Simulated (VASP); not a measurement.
Input of a VASP 6.6.1 run:

File INCAR:

```
SYSTEM = Si8O
ALGO = Normal ; DIPOL = 0.5 0.5 0.382
EDIFF = 1E-6 ; ENCUT = 520
GGA = PE ; IDIPOL = 3
ISIF = 2 ; ISMEAR = 0
ISPIN = 2 ; KPAR = 4
LASPH = .True. ; LCHARG = .False.
LDIPOL = .True. ; LORBIT = 11
LREAL = .False. ; LWAVE = .False.
MAGMOM = 0 0 0 0 0 0 0 0 2 ; NBANDS = 33
NELM = 150 ; PREC = Accurate
SIGMA = 0.05
```

File KPOINTS:

```
k-points
0
Gamma
  9 9 1
  0 0 0
```

The input POSCAR:

```
Si8O
1.0
    3.8510821792      0.0000000000      0.0000000000
   -1.9255410896      3.3351349992      0.0000000000
    0.0000000000      0.0000000000     25.7458745107
Si O
8 1
Direct
    0.6666666667      0.3333333333      0.1553646973
    0.3333333333      0.6666666667      0.1864797868
    0.3333333333      0.6666666667      0.2789705438
    0.6666666667      0.3333333333      0.3100856332
    0.6666666667      0.3333333333      0.4023777075
    0.3333333333      0.6666666667      0.4328816163
    0.3333333333      0.6666666667      0.5270845181
    0.6666666667      0.3333333333      0.5533264953
    0.6666666667      0.6666666667      0.5922743876
```

Potentials or basis: VASP PAW PBE potentials, release 64 (Si, O).

Launch:

```console
$ cat potpaw_PBE.64/Si/POTCAR potpaw_PBE.64/O/POTCAR > POTCAR
$ mpirun -np 4 vasp_std > vasp.out
```

Task: What does it give for the net moment?

Result: -0.84 μB per cell.

Task: What does it give for the site moments?

Result: Si -0.21, -0.02, -0.05, -0.01, -0.00, +0.00 (each value once); O +0.02 μB.

Forces on the atoms (eV/Å):
```
Si  -0.007  0.009  0.436
Si   0.010 -0.012 -0.553
Si   0.009 -0.008  0.139
Si   0.018  0.016 -0.106
Si  -0.063 -0.010 -0.050
Si   0.106  0.161  0.132
Si  -0.230  0.029  0.195
Si   1.013  0.219 -0.277
O   -0.857 -0.403  0.084
```

Caveat: a moment this small can come from the mesh or the smearing.
